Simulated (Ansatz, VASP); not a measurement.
Ge3Pt: VASP beside Ansatz

```
Ge Pt
1.0
     4.14754    0.00000    0.00000
     0.00000    4.14754    0.00000
     0.00000    0.00000    4.14754
Ge Pt
3 1
Direct
  0.50000 0.50000 0.00000
  0.50000 0.00000 0.50000
  0.00000 0.50000 0.50000
  0.00000 0.00000 0.00000
```

Change from the starting cell: species swapped into the LiMg3 type (Pm-3m, No. 221).

Alike in both runs: task relaxation of cell and atoms; functional PBE; k mesh 12 × 12 × 12; occupations gaussian, width 0.1 eV; no spin polarisation.

|  | VASP | Ansatz |
| --- | --- | --- |
| version | VASP 6.6.1 | Ansatz 0.2.0 |
| potentials or method | VASP PAW PBE potentials, release 64 (Ge_d, Pt), cutoff 600 eV | scalar-relativistic, plane waves, PAW |
| valence electrons in the cell | 52 | 60 |

|  | VASP | Ansatz | Ansatz less VASP |
| --- | --- | --- | --- |
| gap on the k mesh at the Fermi level, each at its own relaxed structure (eV) | none | none | - |
| relaxed volume (Å³/atom) | 17.84 | 17.84 | 0.000 |
| relaxed cell length with the largest relative difference (Å) | 4.148 | 4.148 | 0.0000 |

A gap of «none» marks a metal or a gap that the smearing closes. VASP's potentials hold 52 valence electrons a cell and Ansatz's 60, so a difference there can come from the potentials and not from the codes.

Neither program's run includes spin-orbit coupling. Noted on VASP's run: the relaxation stopped at its first step, so nothing moved.
